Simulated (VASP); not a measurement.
# Ti (P6_3/mmc) in VASP: single point with PBEsol

Aim: the single point of Ti with PBEsol.

Program: VASP 6.6.1. These are calculated values, not measurements. Logs are shortened: lines on timing, memory, paths and dates and some standing lists are left out, and cuts for length are marked.

### Step 1. The cell of the first run

Symmetry: P6_3/mmc, No. 194, hexagonal system. Conventional cell: a = 2.900 Å, b = 2.900 Å, c = 4.590 Å, α = 90.00°, β = 90.00°, γ = 120.00°. Ti (site symmetry -6m2) has 12 Ti at 2.84 to 2.90 Å within 3.7 Å.

### Step 2. Single point, PBEsol

The input, INCAR:

```
PREC     = Accurate       # precision mode
ENCUT    = 520            # plane-wave cutoff, eV
EDIFF    = 1E-6           # SCF threshold, eV
ISMEAR   = 0              # smearing method
SIGMA    = 0.1            # smearing width, eV
LREAL    = F              # projectors in reciprocal space
LASPH    = T              # aspherical terms in the spheres
NELM     = 80             # most SCF steps
ALGO     = Fast           # electronic algorithm
ISIF     = 2              # what is computed and relaxed
LWAVE    = F              # write WAVECAR
LCHARG   = F              # write CHGCAR
GGA      = PS             # functional
NBANDS   = 19             # bands
```

The input, KPOINTS:

```
regular mesh
0
Gamma
  27 27 14
```

The input, POSCAR:

```
Ti
1.0
    2.9002683792      0.0000000000      0.0000000000
   -1.4501341896      2.5117060942      0.0000000000
    0.0000000000      0.0000000000      4.5903350168
Ti
2
Direct
    0.3333333333      0.6666666667      0.2500000000
    0.6666666667      0.3333333333      0.7500000000
```

Potentials or basis: VASP PAW PBE potentials, release 64 (Ti_sv).

Command:

```sh
$ cat potpaw_PBE.64/Ti_sv/POTCAR > POTCAR
$ mpirun -np 1 vasp_std > vasp.out
```

OUTCAR:

```text
PREC = Accurate
   ENCUT = 520
   EDIFF = 1E-6
   ISMEAR = 0
   LREAL = F
   LASPH = T
   NELM = 80
   ISIF = 2
   GGA = PS

 ion  position               nearest neighbor table
   1  0.333  0.667  0.250-   2 2.84   2 2.84   2 2.84   2 2.84   2 2.84   2 2.84
   2  0.667  0.333  0.750-   1 2.84   1 2.84   1 2.84   1 2.84   1 2.84   1 2.84

  LATTYP: Found a hexagonal cell.
 ALAT       =     2.9002683792
 C/A-ratio  =     1.5827276709

  Lattice vectors:

 A1 = (   2.9002683792,   0.0000000000,   0.0000000000)
 A2 = (  -1.4501341896,   2.5117060942,   0.0000000000)
 A3 = (   0.0000000000,   0.0000000000,   4.5903350168)

Analysis of symmetry for initial positions (statically):
=====================================================================
 Subroutine PRICEL returns:
 Original cell was already a primitive cell.

 Routine SETGRP: Setting up the symmetry group for a
 hexagonal supercell.

 Subroutine GETGRP returns: Found 24 space group operations
 (whereof 12 operations were pure point group operations)
 out of a pool of 24 trial point group operations.

The static configuration has the point symmetry D_3d.
 The point group associated with its full space group is D_6h.

Analysis of symmetry for dynamics (positions and initial velocities):
=====================================================================
 Subroutine PRICEL returns:
 Original cell was already a primitive cell.

 Routine SETGRP: Setting up the symmetry group for a
 hexagonal supercell.

 Subroutine GETGRP returns: Found 24 space group operations
 (whereof 12 operations were pure point group operations)
 out of a pool of 24 trial point group operations.

The dynamic configuration has the point symmetry D_3d.
 The point group associated with its full space group is D_6h.

 Subroutine INISYM returns: Found 24 space group operations
 (whereof 12 operations are pure point group operations),
 and found     1 'primitive' translations

----------------------------------------------------------------------------------------

                                     Primitive cell

  volume of cell :      33.4389

[... 80 lines left out ...]
   ISTART =      0    job   : 0-new  1-cont  2-samecut
   ICHARG =      2    charge: 1-file 2-atom 10-const
   ISPIN  =      1    spin polarized calculation?
   LNONCOLLINEAR =      F non collinear calculations
   LSORBIT =      F    spin-orbit coupling
   LASPH  =      T    aspherical Exc in radial PAW
   ENCUT  =  520.0 eV  38.22 Ry    6.18 a.u.   5.39  5.39  8.53*2*pi/ulx,y,z
   NELM   =     80;   NELMIN=  2; NELMDL= -5     # of ELM steps
   EDIFF  = 0.1E-05   stopping-criterion for ELM
   LREAL  =      F    real-space projection
   EDIFFG = 0.1E-04   stopping-criterion for IOM
   NSW    =      0    number of steps for IOM
   IBRION =     -1    ionic relax: 0-MD 1-quasi-New 2-CG
   NFREE  =      0    steps in history (QN), initial steepest desc. (CG)
   ISIF   =      2    stress and relaxation
   ISYM   =      2    0-nonsym 1-usesym 2-fastsym
   POTIM  = 0.5000    time-step for ionic-motion
   TEBEG  =    0.0;   TEEND  =   0.0 temperature during run
   PSTRESS=    0.0 pullay stress
   NELECT =      24.0000    total number of electrons
   NUPDOWN=      -1.0000    fix difference up-down
   EMIN   =  10.00;   EMAX   =-10.00  energy-range for DOS
   EFERMI =   0.00;   METHOD = LEGACY
   ISMEAR =     0;   SIGMA  =   0.10  broadening in eV -4-tet -1-fermi 0-gaus
   EFERMI_NEDOS =   21; number of points for ismear=-14 and -15
   IALGO  =     68    algorithm
   IMIX   =      4    mixing-type and parameters
     AMIX     =   0.40;   BMIX     =  1.00
     AMIX_MAG =   1.60;   BMIX_MAG =  1.00
  volume/ion in A,a.u.               =      16.72       112.83
  Fermi-wavevector in a.u.,A,eV,Ry     =   1.465755  2.769876 29.231278  2.148438
  Thomas-Fermi vector in A             =   2.581574
   LORBIT       =      0    0 simple, 1 ext, 2 COOP (PROOUT), +10 PAW based schemes
   GGA     = PS    functional components
   LHFCALC =     F    Hartree Fock is set to
   AEXX    =    0.0000 exact exchange contribution
   IVDW    =     0    specifies the selected vdW correction
   LEPSILON=     F    determine dielectric tensor
   LRPA    =     F    only Hartree local field effects (RPA)
 non-spin polarized calculation
 RMM-DIIS sequential band-by-band and
 Gauss-broadening in eV      SIGMA  =   0.10
  energy-cutoff  :      520.00
  volume of cell :       33.44
 maximum number of plane-waves:       929
 NGX is ok and might be reduce to    24
   NGX = 11   NGY = 11   NGZ = 17

 number of electron      23.9999999 magnetization

 Free energy of the ion-electron system (eV)
  ---------------------------------------------------
  ext. energy  EPLUGINS =         0.00000000
  ---------------------------------------------------
  free energy    TOTEN  =       -16.68384588 eV

  energy without entropy =      -16.67415826  energy(sigma->0) =      -16.67900207

 E-fermi :   8.6255     XC(G=0): -11.8186

 val. band max:        8.6248493954   @ k =   0.0000   0.0000   0.3571
 cond. band min:       8.6308436719   @ k =   0.2963   0.2963   0.3571
 fundamental gap:      0.0059942766
 Fermi energy:         8.6254794162

 k-point     1 :       0.0000    0.0000    0.0000
  band No.  band energies     occupation
      1     -47.9503      2.00000
      2     -47.7870      2.00000
      3     -24.6905      2.00000
      4     -23.9562      2.00000
      5     -23.9562      2.00000
      6     -23.8770      2.00000
[... 505 lines left out ...]
      6     -24.1044      2.00000
[... 11 lines left out ...]
     18      12.1790      0.00000
     19      12.3388      0.00000

 [... further k-points ...]

------------------------ aborting loop because EDIFF is reached ----------------------------------------

  FORCE on cell =-STRESS in cart. coord.  units (eV):
  Direction    XX          YY          ZZ          XY          YZ          ZX
  --------------------------------------------------------------------------------------
  -------------------------------------------------------------------------------------
  Total       -0.0460399     -0.0460399     -0.0576349      0.0000000      0.0000000      0.0000000
  in kB       -2.2059416     -2.2059416     -2.7614992      0.0000000      0.0000000      0.0000000
  external PRESSURE =      -2.3911275 kB  Pullay stress =       0.0000000 kB

 VOLUME and BASIS-vectors are now :
 -----------------------------------------------------------------------------
  energy-cutoff  :      520.00
  volume of cell :       33.44
      direct lattice vectors                 reciprocal lattice vectors
     2.900268379  0.000000000  0.000000000     0.344795677  0.199067877  0.000000000
    -1.450134190  2.511706094  0.000000000     0.000000000  0.398135754  0.000000000
     0.000000000  0.000000000  4.590335017     0.000000000  0.000000000  0.217849023

 POSITION                                       TOTAL-FORCE (eV/Angst)
 -----------------------------------------------------------------------------------
     -0.00000      1.67447      1.14758         0.000000     -0.000000      0.000000
      1.45013      0.83724      3.44275        -0.000000      0.000000      0.000000
 -----------------------------------------------------------------------------------
    total drift:                               -0.000000      0.000000     -0.000000

  FREE ENERGIE OF THE ION-ELECTRON SYSTEM (eV)
  ---------------------------------------------------
  free  energy   TOTEN  =       -16.6838458784 eV

  energy  without entropy=      -16.6741582601  energy(sigma->0) =      -16.67900207
```

OSZICAR:

```text
N       E                     dE             d eps       ncg     rms          rms(c)
DAV:   1     0.262231775485E+03    0.26223E+03   -0.13028E+04 22848   0.159E+03
DAV:   2     0.113544783713E+02   -0.25088E+03   -0.24675E+03 23558   0.441E+02
DAV:   3    -0.176746253998E+02   -0.29029E+02   -0.28684E+02 42274   0.124E+02
[... 28 lines left out ...]
RMM:  32    -0.166838414965E+02   -0.14764E-05   -0.18402E-05 24004   0.169E-02    0.133E-02
RMM:  33    -0.166838430900E+02   -0.15935E-05   -0.18274E-05 26870   0.194E-02    0.785E-03
RMM:  34    -0.166838442016E+02   -0.11116E-05   -0.13054E-05 26924   0.193E-02    0.247E-03
RMM:  35    -0.166838451907E+02   -0.98910E-06   -0.11513E-05 25595   0.168E-02    0.316E-03
RMM:  36    -0.166838458784E+02   -0.68769E-06   -0.83751E-06 23951   0.136E-02
   1 F= -.16683846E+02 E0= -.16679002E+02  d E =-.968762E-02
```

Run time: 10 min. Hardware: 1 thread of Intel Xeon Platinum 8375C at 2.90GHz (Ice Lake), shared host; peak memory 0.41 GiB.

What came out:

```
Free energy            : -16.6838 eV
Pressure               : -0.2 GPa
Band gap on the k mesh : zero (bands 12 and 13 overlap by 1.14 eV)
```

Levels at points of the mesh, in eV from the Fermi level:
```
           k point  band 10  band 11  band 12  band 13  band 14  band 15
(0.00, 0.00, 0.00)    -2.80     0.78     0.78     0.89     0.91     1.31
(0.00, 0.00, 0.50)    -4.40     0.08     0.08     0.68     0.68     0.68
```

Caveat: the PAW data sets were made with another functional, which shifts forces and pressure a little.
